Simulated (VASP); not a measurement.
Input of a VASP 6.6.1 run:

Contents of POSCAR:

```
GaN
1.0
    3.2115377864      0.0000000000      0.0000000000
   -1.6057688932      2.7812733083      0.0000000000
    0.0000000000      0.0000000000     10.3568400000
Ga N
4 4
Direct
    0.0000000000      0.0000000000      0.7858680000
    0.6666666667      0.3333333333      0.0373490000
    0.3333333333      0.6666666667      0.5373490000
    0.0000000000      0.0000000000      0.2858680000
    0.0000000000      0.0000000000      0.0930380000
    0.6666666667      0.3333333333      0.3437450000
    0.0000000000      0.0000000000      0.5930380000
    0.3333333333      0.6666666667      0.8437450000
```

Contents of INCAR.step1:

```
SYSTEM = GaN
ALGO = Normal
EDIFF = 1E-4
ENCUT = 520
GGA = PE
ISMEAR = 0
LASPH = .True.
LCHARG = .False.
LREAL = .False.
LWAVE = .True.
NBANDS = 46
NELM = 80
PREC = Accurate
SIGMA = 0.01
```

Contents of INCAR.step2:

```
SYSTEM = GaN
ALGO = Normal
EDIFF = 1E-6
ENCUT = 520
ISIF = 2
ISMEAR = 0
ISTART = 1
LASPH = .True.
LCHARG = .True.
LELF = .True.
LMIXTAU = .True.
LREAL = .False.
LVHAR = .True.
LWAVE = .False.
METAGGA = R2SCAN
NBANDS = 46
NELM = 80
PREC = Accurate
SIGMA = 0.01
```

The input KPOINTS:

```
k-points
0
Gamma
  12 12 4
  0 0 0
```

Potentials or basis: VASP PAW PBE potentials, release 64 (Ga_d, N).

Run with:

```console
$ cat potpaw_PBE.64/Ga_d/POTCAR potpaw_PBE.64/N/POTCAR > POTCAR
$ cp INCAR.step1 INCAR
$ mpirun -np 1 vasp_std > vasp.out
$ cp INCAR.step2 INCAR
$ mpirun -np 1 vasp_std > vasp.out
```

Problem. What does it give for the pressure?

Solution. -5.4 GPa.

Problem. Predict the band gap on the k mesh.

Solution. 1.21 eV, direct.

Problem. Predict the largest force.

Solution. 0.265 eV/Å.

Forces on the atoms (eV/Å):
```
Ga   0.000  0.000 -0.014
Ga   0.000  0.000 -0.029
Ga   0.000  0.000 -0.029
Ga   0.000  0.000 -0.014
N    0.000  0.000 -0.222
N    0.000  0.000  0.265
N    0.000  0.000 -0.222
N    0.000  0.000  0.265
```

Caveat: the PAW data sets were made with another functional, which shifts forces and pressure a little. r2SCAN opens gaps a little over a GGA but as a rule still falls short of measured ones.
